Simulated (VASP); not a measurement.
Write the native input for VASP 6.6.1 that does the following.

```
Task                   : single point
Functional             : PBE
Potentials or basis    : VASP PAW PBE potentials, release 64 (Ta_pv, N)
Cutoff                 : 520 eV
k mesh                 : 6 × 6 × 6
Occupations            : gaussian, width 0.1 eV
Spin                   : collinear spin
Starting moments       : [1.0, 0.0] μB
Dipole correction      : no
Further INCAR settings : ALGO = Normal; EDIFF = 1e-06; NBANDS = 19
```

The structure of TaN lies in POSCAR:

```
TaN
1.0
    2.9379987900      0.0000000000      0.0000000000
   -1.4689994000      2.5443815900      0.0000000000
    0.0000000000      0.0000000000      2.8829999000
Ta N
1 1
Direct
    0.3333333300      0.6666666700      0.5000000000
    0.0000000000      0.0000000000      0.0000000000
```

The input as run:

INCAR

```
PREC     = Accurate       # precision mode
ENCUT    = 520            # plane-wave cutoff, eV
EDIFF    = 1E-6           # SCF threshold, eV
ISMEAR   = 0              # smearing method
SIGMA    = 0.1            # smearing width, eV
LREAL    = F              # projectors in reciprocal space
LASPH    = T              # aspherical terms in the spheres
NELM     = 150            # most SCF steps
ALGO     = Normal         # electronic algorithm
ISIF     = 2              # what is computed and relaxed
LWAVE    = F              # write WAVECAR
LCHARG   = T              # write CHGCAR
ISPIN    = 2              # spin polarisation
MAGMOM   = 1 0            # initial moments
LORBIT   = 11             # projections on sites
LMAXMIX  = 4              # l up to which the mixer works
GGA      = PE             # functional
LELF     = T              # ELF
LVHAR    = T            
NBANDS   = 19             # bands
```

KPOINTS

```
regular mesh
0
Gamma
  6 6 6
```

Potentials or basis: VASP PAW PBE potentials, release 64 (Ta_pv, N).

The run is started by

```bash
$ cat potpaw_PBE.64/Ta_pv/POTCAR potpaw_PBE.64/N/POTCAR > POTCAR
$ mpirun -np 1 vasp_std > vasp.out
```

It gave:

```json
{
 "Pressure": "5.4 GPa",
 "Band gap on the k mesh": "zero (filled and empty bands overlap)",
 "Net moment": "0.00 μB per cell",
 "Valence electrons inside the program's atomic spheres": "Ta 9.00; N 3.74"
}
```

Caveat: the k points lie up to 0.41 Å⁻¹ apart; spin-orbit coupling is left out, which moves the levels of the heavy elements.

Wall time 25 s on 1 thread of Intel Xeon 8259CL, with other jobs on the host, peak memory 0.16 GiB.
